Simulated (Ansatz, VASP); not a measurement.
# Mg: VASP beside Ansatz

```
Mg
1.0
    -1.69440    1.69440    1.63015
     1.69440   -1.69440    1.63015
     1.69440    1.69440   -1.63015
Mg
1
Direct
  0.00000 0.00000 0.00000
```

Alike in both runs: task single point; functional PBEsol; k mesh 18 × 18 × 18; occupations gaussian, width 0.15 eV; no spin polarisation.

```csv
,VASP,Ansatz
version,VASP 6.6.1,Ansatz 0.2.0
potentials or method,"VASP PAW PBE potentials, release 64 (Mg), cutoff 520 eV","scalar-relativistic, plane waves, PAW"
valence electrons in the cell,2,10
```

```csv
,VASP,Ansatz,Ansatz less VASP
gap on the k mesh at the Fermi level (eV),none,none,-
pressure (GPa),9.7,9.6,-0.07
"traceless stress, the component that is largest in VASP (GPa)",0.23,0.23,0.000
```

VASP's potentials were made for PBE, not for PBEsol. A gap of «none» marks a metal or a gap that the smearing closes. The functional is the same, so the differences come from potentials, cutoffs and numerics. VASP's potentials hold 2 valence electrons a cell and Ansatz's 10, so a difference there can come from the potentials and not from the codes.
